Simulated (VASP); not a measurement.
# CaO (Fm-3m) in VASP: settings compared, part 4 of 4

VASP 6.6.1. Earlier steps stand in the parts before.

**6. Single point, PBE**

The input, INCAR:

```
SYSTEM = CaO
PREC = Accurate
ENCUT = 600
EDIFF = 1E-6
ISMEAR = 0
SIGMA = 0.01
LREAL = .FALSE.
LASPH = .TRUE.
NELM = 120
ALGO = Normal
ISIF = 2
LWAVE = .FALSE.
LCHARG = .FALSE.
GGA = PE
NBANDS = 15
GGA_COMPAT = .FALSE.
```

The input, KPOINTS:

```
regular mesh
0
G
  6 6 6
  0 0 0
```

The input, POSCAR:

```
CaO
1.0
    0.0000000000      2.3975473901      2.3975473901
    2.3975473901      0.0000000000      2.3975473901
    2.3975473901      2.3975473901      0.0000000000
Ca O
1 1
Direct
    0.0000000000      0.0000000000      0.0000000000
    0.5000000000      0.5000000000      0.5000000000
```

Potentials or basis: VASP PAW PBE potentials, release 64 (Ca_sv, O).

Command:

```console
$ cat potpaw_PBE.64/Ca_sv/POTCAR potpaw_PBE.64/O/POTCAR > POTCAR
$ mpirun -np 1 vasp_std > vasp.out
```

OUTCAR:

```text
SYSTEM = CaO
   PREC = Accurate
   ENCUT = 600
   EDIFF = 1E-6
   ISMEAR = 0
   LREAL = .FALSE.
   LASPH = .TRUE.
   NELM = 120
   ISIF = 2
   GGA = PE

 ion  position               nearest neighbor table
   1  0.000  0.000  0.000-   2 2.40   2 2.40   2 2.40   2 2.40   2 2.40   2 2.40
   2  0.500  0.500  0.500-   1 2.40   1 2.40   1 2.40   1 2.40   1 2.40   1 2.40

  LATTYP: Found a face centered cubic cell.
 ALAT       =     4.7950947802

  Lattice vectors:

 A1 = (   0.0000000000,   2.3975473901,   2.3975473901)
 A2 = (   2.3975473901,   0.0000000000,   2.3975473901)
 A3 = (   2.3975473901,   2.3975473901,   0.0000000000)

Analysis of symmetry for initial positions (statically):
=====================================================================
 Subroutine PRICEL returns:
 Original cell was already a primitive cell.

 Routine SETGRP: Setting up the symmetry group for a
 face centered cubic supercell.

 Subroutine GETGRP returns: Found 48 space group operations
 (whereof 48 operations were pure point group operations)
 out of a pool of 48 trial point group operations.

The static configuration has the point symmetry O_h .

Analysis of symmetry for dynamics (positions and initial velocities):
=====================================================================
 Subroutine PRICEL returns:
 Original cell was already a primitive cell.

 Routine SETGRP: Setting up the symmetry group for a
 face centered cubic supercell.

 Subroutine GETGRP returns: Found 48 space group operations
 (whereof 48 operations were pure point group operations)
 out of a pool of 48 trial point group operations.

The dynamic configuration has the point symmetry O_h .

 Subroutine INISYM returns: Found 48 space group operations
 (whereof 48 operations are pure point group operations),
 and found     1 'primitive' translations

----------------------------------------------------------------------------------------

                                     Primitive cell

  volume of cell :      27.5633

  direct lattice vectors                    reciprocal lattice vectors
     0.000000000  2.397547390  2.397547390    -0.208546451  0.208546451  0.208546451
     2.397547390  0.000000000  2.397547390     0.208546451 -0.208546451  0.208546451
     2.397547390  2.397547390  0.000000000     0.208546451  0.208546451 -0.208546451

  length of vectors
     3.390644036  3.390644036  3.390644036     0.361213049  0.361213049  0.361213049

  position of ions in fractional coordinates (direct lattice)
     0.000000000  0.000000000  0.000000000
     0.500000000  0.500000000  0.500000000

  ion indices of the primitive-cell ions
   primitive index   ion index
                 1           1
                 2           2

----------------------------------------------------------------------------------------

 KPOINTS: regular mesh

Automatic generation of k-mesh.
 Grid dimensions read from file:
 generate k-points for:    6    6    6

 Generating k-lattice:

  Cartesian coordinates                     Fractional coordinates (reciprocal lattice)
    -0.034757742  0.034757742  0.034757742     0.166666667  0.000000000  0.000000000
     0.034757742 -0.034757742  0.034757742     0.000000000  0.166666667  0.000000000
[... 32 lines left out ...]
   number of dos      NEDOS =    301   number of ions     NIONS =      2
   total plane-waves  NPLWV =  21952
   dimension x,y,z NGX =    28 NGY =   28 NGZ =   28
   dimension x,y,z NGXF=    56 NGYF=   56 NGZF=   56
   ions per type =               1   1
   NGX,Y,Z   is equivalent  to a cutoff of  13.73, 13.73, 13.73 a.u.
   NGXF,Y,Z  is equivalent  to a cutoff of  27.46, 27.46, 27.46 a.u.
 SYSTEM =  CaO
   PREC   = accura    normal or accurate (medium, high low for compatibility)
   ISTART =      0    job   : 0-new  1-cont  2-samecut
   ICHARG =      2    charge: 1-file 2-atom 10-const
   ISPIN  =      1    spin polarized calculation?
   LNONCOLLINEAR =      F non collinear calculations
   LSORBIT =      F    spin-orbit coupling
   LASPH  =      T    aspherical Exc in radial PAW
   ENCUT  =  600.0 eV  44.10 Ry    6.64 a.u.   6.77  6.77  6.77*2*pi/ulx,y,z
   NELM   =    120;   NELMIN=  2; NELMDL= -5     # of ELM steps
   EDIFF  = 0.1E-05   stopping-criterion for ELM
   LREAL  =      F    real-space projection
   EDIFFG = 0.1E-04   stopping-criterion for IOM
   NSW    =      0    number of steps for IOM
   IBRION =     -1    ionic relax: 0-MD 1-quasi-New 2-CG
   NFREE  =      0    steps in history (QN), initial steepest desc. (CG)
   ISIF   =      2    stress and relaxation
   ISYM   =      2    0-nonsym 1-usesym 2-fastsym
   POTIM  = 0.5000    time-step for ionic-motion
   TEBEG  =    0.0;   TEEND  =   0.0 temperature during run
   PSTRESS=    0.0 pullay stress
   NELECT =      16.0000    total number of electrons
   NUPDOWN=      -1.0000    fix difference up-down
   EMIN   =  10.00;   EMAX   =-10.00  energy-range for DOS
   EFERMI =   0.00;   METHOD = LEGACY
   ISMEAR =     0;   SIGMA  =   0.01  broadening in eV -4-tet -1-fermi 0-gaus
   EFERMI_NEDOS =   21; number of points for ismear=-14 and -15
   IALGO  =     38    algorithm
   IMIX   =      4    mixing-type and parameters
     AMIX     =   0.40;   BMIX     =  1.00
     AMIX_MAG =   1.60;   BMIX_MAG =  1.00
  volume/ion in A,a.u.               =      13.78        93.00
  Fermi-wavevector in a.u.,A,eV,Ry     =   1.365644  2.580694 25.374656  1.864985
  Thomas-Fermi vector in A             =   2.491855
   LORBIT       =      0    0 simple, 1 ext, 2 COOP (PROOUT), +10 PAW based schemes
   GGA     = PE    functional components
   LHFCALC =     F    Hartree Fock is set to
   AEXX    =    0.0000 exact exchange contribution
   IVDW    =     0    specifies the selected vdW correction
   LEPSILON=     F    determine dielectric tensor
   LRPA    =     F    only Hartree local field effects (RPA)
 non-spin polarized calculation
 Gauss-broadening in eV      SIGMA  =   0.01
  energy-cutoff  :      600.00
  volume of cell :       27.56
 maximum number of plane-waves:       941
   NGX = 13   NGY = 13   NGZ = 13

 number of electron      15.9999997 magnetization

 Free energy of the ion-electron system (eV)
  ---------------------------------------------------
  ext. energy  EPLUGINS =         0.00000000
  ---------------------------------------------------
  free energy    TOTEN  =       -12.80007924 eV

  energy without entropy =      -12.80007924  energy(sigma->0) =      -12.80007924

 E-fermi :   2.5638     XC(G=0): -10.5097

 val. band max:        2.3893888702   @ k =   0.0000   0.0000   0.0000
 cond. band min:       6.0232926358   @ k =   0.5000   0.5000   0.0000
 fundamental gap:      3.6339037656
 Fermi energy:         2.5638348314

 k-point     1 :       0.0000    0.0000    0.0000
  band No.  band energies     occupation
      1     -35.2186      2.00000
      2     -15.9776      2.00000
      3     -15.9776      2.00000
      4     -15.9776      2.00000
      5     -13.1568      2.00000
      6       2.3894      2.00000
      7       2.3894      2.00000
      8       2.3894      2.00000
      9       7.1605      0.00000
     10       8.6323      0.00000
     11       8.6323      0.00000
     12       8.6323      0.00000
     13      10.1485      0.00000
     14      10.1485      0.00000
[... 257 lines left out ...]
      2     -16.4999      2.00000
      3     -16.3708      2.00000
      4     -16.3084      2.00000
      5     -12.6137      2.00000
      6       1.1793      2.00000
      7       1.3078      2.00000
      8       1.5802      2.00000
      9       7.4231      0.00000
     10      10.0925      0.00000
     11      10.7764      0.00000
     12      11.9755      0.00000
     13      12.1388      0.00000
     14      15.3873      0.00000
     15      16.1364      0.00000

------------------------ aborting loop because EDIFF is reached ----------------------------------------

  FORCE on cell =-STRESS in cart. coord.  units (eV):
  Direction    XX          YY          ZZ          XY          YZ          ZX
  --------------------------------------------------------------------------------------
  -------------------------------------------------------------------------------------
  Total        0.5056697      0.5056697      0.5056697     -0.0000000     -0.0000000      0.0000000
  in kB       29.3931374     29.3931374     29.3931374     -0.0000000     -0.0000000      0.0000000
  external PRESSURE =      29.3931374 kB  Pullay stress =       0.0000000 kB

 VOLUME and BASIS-vectors are now :
 -----------------------------------------------------------------------------
  energy-cutoff  :      600.00
  volume of cell :       27.56
      direct lattice vectors                 reciprocal lattice vectors
     0.000000000  2.397547390  2.397547390    -0.208546451  0.208546451  0.208546451
     2.397547390  0.000000000  2.397547390     0.208546451 -0.208546451  0.208546451
     2.397547390  2.397547390  0.000000000     0.208546451  0.208546451 -0.208546451

 POSITION                                       TOTAL-FORCE (eV/Angst)
 -----------------------------------------------------------------------------------
      0.00000      0.00000      0.00000         0.000000      0.000000      0.000000
      2.39755      2.39755      2.39755         0.000000      0.000000     -0.000000
 -----------------------------------------------------------------------------------
    total drift:                                0.000000      0.000000      0.000000

  FREE ENERGIE OF THE ION-ELECTRON SYSTEM (eV)
  ---------------------------------------------------
  free  energy   TOTEN  =       -12.8000792381 eV

  energy  without entropy=      -12.8000792381  energy(sigma->0) =      -12.80007924
```

It took 16 s on 1 thread of Intel Xeon 8259CL, shared host; peak memory 0.16 GiB.

Results:

| Quantity | Value |
| --- | --- |
| Free energy | -12.8001 eV |
| Pressure | 2.9 GPa |
| Band gap on the k mesh | 3.63 eV (least direct gap 4.01 eV) |

A k mesh can miss the band edges. PBE gaps usually lie below the measured ones, often by a third to a half.

**7. Overview**

| level | potentials or basis | k mesh | smearing | gap on the mesh (eV) | pressure (GPa) |
| --- | --- | --- | --- | --- | --- |
| PBE | VASP PAW PBE potentials, release 64 (Ca_sv, O) | 4 × 4 × 4 | gaussian 0.01 eV | 3.63 | 3.0 |
| LDA | VASP PAW LDA potentials, release 64 (Ca_sv, O) | 4 × 4 × 4 | gaussian 0.01 eV | 3.45 | -5.6 |
| PBE | VASP PAW PBE potentials, release 64 (Ca_sv, O) | 6 × 6 × 6 | methfessel-paxton 0.001 eV | 3.63 | 2.9 |
| PBE+D4 | VASP PAW PBE potentials, release 64 (Ca_sv, O) | 6 × 6 × 6 | gaussian 0.01 eV | 3.63 | 0.8 |
| PBE | VASP PAW PBE potentials, release 64 (Ca_sv, O) | 6 × 6 × 6 | gaussian 0.01 eV | 3.63 | 2.9 |

Alike in all rows: task single point; no spin polarisation; cell as given; cutoff (eV) 600.

Caveats: some runs use coarse meshes.

Total energies depend on the potentials used, so only differences within one code and one set of settings carry meaning.
